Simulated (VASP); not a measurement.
Wanted: the native input for a VASP 6.6.1 run.

```yaml
Task: single point
Functional: PBE
Potentials_or_basis: VASP PAW PBE potentials, release 64 (Na_pv, I)
Cutoff: 500 eV
k_mesh: 6 × 6 × 6
Occupations: gaussian, width 0.02 eV
Spin: no spin polarisation
Dipole_correction: no
Further_INCAR_settings: ALGO = Normal; EDIFF = 1e-06; NBANDS = 14
```

The structure of NaI lies in POSCAR:

```
NaI
1.0
    0.0000000000      3.2636089328      3.2636089328
    3.2636089328      0.0000000000      3.2636089328
    3.2636089328      3.2636089328      0.0000000000
Na I
1 1
Direct
    0.0000000000      0.0000000000      0.0000000000
    0.5000000000      0.5000000000      0.5000000000
```

These files were run (other wordings do the same):

INCAR

```
SYSTEM = NaI
PREC = Accurate ; ENCUT = 500
EDIFF = 1E-6 ; ISMEAR = 0
SIGMA = 0.02 ; LREAL = .False.
LASPH = .True. ; NELM = 120
ALGO = Normal ; ISIF = 2
LWAVE = .False. ; LCHARG = .True.
GGA = PE ; LELF = .True.
LVHAR = .True. ; NBANDS = 14
GGA_COMPAT = .False.
```

KPOINTS

```
regular mesh
0
Gamma
  6 6 6
  0 0 0
```

Potentials or basis: VASP PAW PBE potentials, release 64 (Na_pv, I).

Launch:

```console
$ cat potpaw_PBE.64/Na_pv/POTCAR potpaw_PBE.64/I/POTCAR > POTCAR
$ mpirun -np 1 vasp_std > vasp.out
```

Results of the run:

```json
{
 "Pressure": "0.0 GPa",
 "Band gap on the k mesh": "3.58 eV"
}
```

Caveat: spin-orbit coupling is left out, which moves the levels of the heavy elements.

Wall time 22 s on 1 thread of Intel(R) Xeon(R) Platinum 8375C CPU @ 2.90GHz (Ice Lake), on a shared host, peak memory 0.19 GiB.
